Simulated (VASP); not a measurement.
Crystal: Tl.

```
CELL_PARAMETERS angstrom
-1.89623 1.89623 1.89623
1.89623 -1.89623 1.89623
1.89623 1.89623 -1.89623
ATOMIC_POSITIONS crystal
Tl 0.00000 0.00000 0.00000
```

Base run:

| Item | Value |
| --- | --- |
| Program | VASP 6.6.1 |
| Functional | LDA |
| Potentials or basis | VASP PAW LDA potentials, release 64 (Tl_d) |
| Cutoff | 520 eV |
| k mesh | 12 × 12 × 12 |
| Occupations | fermi-dirac, width 0.1 eV |
| Spin | no spin polarisation |

Its results: pressure 0.1 GPa.

Question: The run is repeated on the same cell with these changes: spin from no spin polarisation to non-collinear spin, zero start, spin-orbit coupling; further incar settings from ALGO = Normal; EDIFF = 1e-06; NBANDS = 12 to ALGO = Normal; EDIFF = 1e-06; NBANDS = 24. What comes out?

Answer: Pressure -0.4 GPa; net moment 0.00 μB per cell.
